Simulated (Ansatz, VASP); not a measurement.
One calculation of Ta4C3, two programs

```
CELL_PARAMETERS angstrom
4.40260 0.00000 0.00000
0.00000 4.40260 0.00000
0.00000 0.00000 4.40260
ATOMIC_POSITIONS crystal
Ta 0.00000 0.50000 0.50000
Ta 0.50000 0.00000 0.50000
Ta 0.50000 0.50000 0.00000
Ta 0.00000 0.00000 0.00000
C 0.50000 0.00000 0.94889
C 0.00000 0.50000 0.94889
C 0.00000 0.00000 0.44889
```

Change from the starting cell: all C atoms moved +0.225 Å, as atom 5 towards its neighbour atom 2 (Ta) at 2.201 Å.

Alike in both runs: task single point; functional PBEsol; k mesh 10 × 10 × 10; occupations gaussian, width 0.15 eV; no spin polarisation.

```csv
,VASP,Ansatz
version,VASP 6.6.1,Ansatz 0.2.0
potentials or method,"VASP PAW PBE potentials, release 64 (Ta_pv, C), cutoff 520 eV","scalar-relativistic, plane waves, PAW"
valence electrons in the cell,56,64
```

Ansatz gave:

```
gap on the k mesh at the Fermi level (eV)                     : none
pressure (GPa)                                                : 6.3
traceless stress, the component that is largest in VASP (GPa) : 14.13
rms of the force components (eV/Å)                            : 1.774
```

Problem. Estimate VASP's values.

Solution. gap on the k mesh at the Fermi level (eV): none; pressure (GPa): 7.1; traceless stress, the component that is largest in VASP (GPa): 14.35; rms of the force components (eV/Å): 1.793.

VASP's potentials were made for PBE, not for PBEsol. Atom by atom the forces differ by 0.020 eV/Å (rms over components). A gap of «none» marks a metal or a gap that the smearing closes. VASP's potentials hold 56 valence electrons a cell and Ansatz's 64, so a difference there can come from the potentials and not from the codes.

Neither program's run includes spin-orbit coupling.
